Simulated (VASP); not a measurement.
Crystal: Ta2N.

```
Ta N
1.0
     3.11286    0.00000    0.00000
    -1.55643    2.69582    0.00000
     0.00000    0.00000    4.86984
Ta N
2 1
Cartesian
  0.0000 1.7972 1.2404
  1.5564 0.8986 3.6294
  0.0000 0.0000 0.0000
```

Base run:

| Property | Result |
| --- | --- |
| Program | VASP 6.6.1 |
| Functional | r2SCAN |
| Potentials or basis | VASP PAW PBE potentials, release 64 (Ta_pv, N) |
| Cutoff | 520 eV |
| k mesh | 10 × 10 × 6 |
| Occupations | fermi-dirac, width 0.05 eV |
| Spin | no spin polarisation |
| Hubbard terms | Ta d U = 2.0 eV |

Its results: pressure 1.3 GPa; largest force 0.411 eV/Å.

Problem. The run is repeated on the same cell with these changes: hubbard terms from Ta d U = 2.0 eV to Ta d U = 1.0 eV. What comes out?

Solution. Pressure -1.5 GPa; largest force 0.295 eV/Å.

Caveats: the PAW data sets were made with another functional, which shifts forces and pressure a little; U without spin polarisation on a metal has little footing.
